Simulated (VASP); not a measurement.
A run of VASP 6.6.1:

Contents of INCAR:

```
PREC     = Accurate       # precision mode
ENCUT    = 820            # plane-wave cutoff, eV
EDIFF    = 1E-6           # SCF threshold, eV
ISMEAR   = -1             # smearing method
SIGMA    = 0.05           # smearing width, eV
LREAL    = False          # projectors in reciprocal space
LASPH    = True           # aspherical terms in the spheres
NELM     = 120            # most SCF steps
ALGO     = Normal         # electronic algorithm
ISIF     = 2              # what is computed and relaxed
LWAVE    = False          # write WAVECAR
LCHARG   = True           # write CHGCAR
LELF     = True           # ELF
LVHAR    = True         
NBANDS   = 22             # bands
GGA_COMPAT= False
```

KPOINTS

```
regular mesh
0
Gamma
  9 9 9
```

Contents of POSCAR:

```
ZnCu
1.0
    2.8848810902      0.0000000000      0.0000000000
    0.0000000000      2.8848810902      0.0000000000
    0.0000000000      0.0000000000      2.8848810902
Zn Cu
1 1
Direct
    0.5000000000      0.5000000000      0.5000000000
    0.0000000000      0.0000000000      0.0000000000
```

Potentials or basis: VASP PAW LDA potentials, release 64 (Zn, Cu_sv_GW).

Run with:

```sh
$ cat potpaw_LDA.64/Zn/POTCAR potpaw_LDA.64/Cu_sv_GW/POTCAR > POTCAR
$ mpirun -np 1 vasp_std > vasp.out
```

Hardware: 1 thread of Intel(R) Xeon(R) Platinum 8375C CPU @ 2.90GHz (Ice Lake), with other jobs on the host.

Problem. Estimate the wall time of this run.

Solution. Wall time 28 s on 1 thread of Intel(R) Xeon(R) Platinum 8375C CPU @ 2.90GHz (Ice Lake), on a shared host, peak memory 0.18 GiB. Counts: scf iterations 13, k points 35.
